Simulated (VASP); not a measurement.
Wanted: the native input for a VASP 6.6.1 run.

```
Task                   : single point
Functional             : PBE
Potentials or basis    : VASP PAW PBE potentials, release 64 (Li_sv, Hg, S)
Cutoff                 : 520 eV
k mesh                 : 4 × 4 × 4
Occupations            : gaussian, width 0.1 eV
Spin                   : no spin polarisation
Dipole correction      : no
Further INCAR settings : ALGO = Normal; EDIFF = 1e-06; NBANDS = 30
```

The structure of LiHgS lies in POSCAR:

```
LiHgS
1.0
    4.0531466472      0.0000000000      0.0000000000
    0.0000000000      4.0531466472      0.0000000000
    0.0000000000      0.0000000000      7.4334476379
Li Hg S
2 2 2
Direct
    0.0000000000      0.5000000000      0.3651141930
    0.5000000000      0.0000000000      0.6348858070
    0.0000000000      0.0000000000      0.0000000000
    0.5000000000      0.5000000000      0.0000000000
    0.0000000000      0.5000000000      0.6916689637
    0.5000000000      0.0000000000      0.3083310363
```

One way to write it, as run:

INCAR

```
SYSTEM = LiHgS
PREC     = Accurate       ! precision mode
ENCUT    = 520            ! plane-wave cutoff, eV
EDIFF    = 1E-6           ! SCF threshold, eV
ISMEAR   = 0              ! smearing method
SIGMA    = 0.1            ! smearing width, eV
LREAL    = .False.        ! projectors in reciprocal space
LASPH    = .True.         ! aspherical terms in the spheres
NELM     = 60             ! most SCF steps
ALGO     = Normal         ! electronic algorithm
ISIF     = 2              ! what is computed and relaxed
LWAVE    = .False.        ! write WAVECAR
LCHARG   = .False.        ! write CHGCAR
GGA      = PE             ! functional
NBANDS   = 30             ! bands
```

KPOINTS

```
Automatic mesh
0
Gamma
  4 4 4
  0 0 0
```

Potentials or basis: VASP PAW PBE potentials, release 64 (Li_sv, Hg, S).

Run with:

```console
$ cat potpaw_PBE.64/Li_sv/POTCAR potpaw_PBE.64/Hg/POTCAR potpaw_PBE.64/S/POTCAR > POTCAR
$ mpirun -np 1 vasp_std > vasp.out
```

Results of the run:

The largest force is 0.006 eV/Å and the band gap on the k mesh is zero (bands 21 and 22 overlap by 1.39 eV).

Caveat: the k points lie up to 0.39 Å⁻¹ apart, too coarse for converged energies and pressures of a metal; spin-orbit coupling is left out, which moves the levels of the heavy elements.

Run time: 56 s on 1 thread of AMD EPYC 7R13 Processor (Zen 3), with other jobs on the host, peak memory 0.2 GiB.
